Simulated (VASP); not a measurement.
Here is a VASP 6.6.1 calculation.

File INCAR:

```
PREC = Accurate ; ENCUT = 520
EDIFF = 1E-6 ; ISMEAR = 0
SIGMA = 0.05 ; LREAL = F
LASPH = T ; NELM = 100
ALGO = Normal ; ISIF = 2
LWAVE = F ; LCHARG = T
GGA = PE ; LELF = T
LVHAR = T ; NBANDS = 36
```

KPOINTS

```
Automatic mesh
0
Gamma
  10 10 2
```

Contents of POSCAR:

```
BN
1.0
   -2.5545800960      0.0000000000      0.0000000000
   -1.2772900480     -2.2123312592      0.0000000000
   -3.1930973910     -1.8435356383     12.6735436055
B N
6 6
Direct
    0.6146532321      0.6146532321      0.0624186182
    0.3368865654      0.3368865654      0.3957519516
    0.0591198988      0.0591198988      0.7290852849
   -0.4130967679     -0.4130967679      0.8957519516
    0.1424365654      0.1424365654      0.2290852849
   -0.1353301012     -0.1353301012      0.5624186182
   -0.1145921221     -0.1145921221      0.9375480484
    0.4409412112      0.4409412112      0.2708813818
    0.1631745446      0.1631745446      0.6042147151
   -0.3090421221     -0.3090421221      0.7708813818
    0.2464912112      0.2464912112      0.1042147151
   -0.0312754554     -0.0312754554      0.4375480484
```

Potentials or basis: VASP PAW PBE potentials, release 64 (B, N).

Run with:

```bash
$ cat potpaw_PBE.64/B/POTCAR potpaw_PBE.64/N/POTCAR > POTCAR
$ mpirun -np 1 vasp_std > vasp.out
```

**Question.** What does it give for the pressure?

**Answer.** 0.0 GPa.

**Question.** Predict the band gap on the k mesh.

**Answer.** 3.72 eV, indirect (least direct gap 5.65 eV).

**Question.** What does it give for the largest force?

**Answer.** 2.981 eV/Å.

Forces on the atoms (eV/Å):
```
B   -2.570 -1.484  0.281
B    0.004  0.002  0.106
B    0.021  0.012  0.123
B    0.386  0.223  0.011
B   -0.060 -0.035  0.174
B    0.001  0.001  0.105
N    2.004  1.157 -0.340
N    0.006  0.003 -0.094
N    0.003  0.001 -0.110
N    0.119  0.069 -0.248
N    0.087  0.050  0.097
N   -0.001  0.000 -0.105
```

Caveat: forces of over 1 eV/Å act on the atoms, so gaps and moduli don't describe the material at rest. As with any semilocal functional, this PBE gap is likely too small.
